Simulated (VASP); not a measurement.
Wanted: the native input for a VASP 6.6.1 run.

```yaml
Task: single point
Functional: PBE
Potentials_or_basis: VASP PAW PBE potentials, release 64 (Sc_sv, Al)
Cutoff: 520 eV
k_mesh: 10 × 10 × 10
Occupations: gaussian, width 0.1 eV
Spin: no spin polarisation
Dipole_correction: no
Further_INCAR_settings: ALGO = Fast; EDIFF = 1e-06; NBANDS = 18
```

The structure of ScAl3 lies in POSCAR:

```
ScAl3
1.0
    4.1459800768      0.0000000000      0.0000000000
    0.0000000000      4.1459800768      0.0000000000
    0.0000000000      0.0000000000      4.1459800768
Sc Al
1 3
Direct
    0.0000000000      0.0000000000      0.0000000000
    0.5000000000      0.0000000000      0.5000000000
    0.0000000000      0.5000000000      0.5000000000
    0.5000000000      0.5000000000      0.0000000000
```

These files were run (other wordings do the same):

INCAR

```
SYSTEM = ScAl3
ALGO = Fast ; EDIFF = 1E-6
ENCUT = 520 ; GGA = PE
ISIF = 2 ; ISMEAR = 0
LASPH = .True. ; LCHARG = .True.
LELF = .True. ; LREAL = .False.
LVHAR = .True. ; LWAVE = .False.
NBANDS = 18 ; NELM = 100
PREC = Accurate ; SIGMA = 0.1
```

KPOINTS

```
k-points
0
Gamma
  10 10 10
  0 0 0
```

Potentials or basis: VASP PAW PBE potentials, release 64 (Sc_sv, Al).

The run is started by

```console
$ cat potpaw_PBE.64/Sc_sv/POTCAR potpaw_PBE.64/Al/POTCAR > POTCAR
$ mpirun -np 1 vasp_std > vasp.out
```

It gave:

The pressure is -2.5 GPa. The band gap on the k mesh is zero (bands 10 and 11 overlap by 3.70 eV).

Wall time 46 s on 1 thread of Intel(R) Xeon(R) Platinum 8259CL CPU @ 2.50GHz (Skylake/Cascade Lake), on a shared host, peak memory 0.22 GiB.
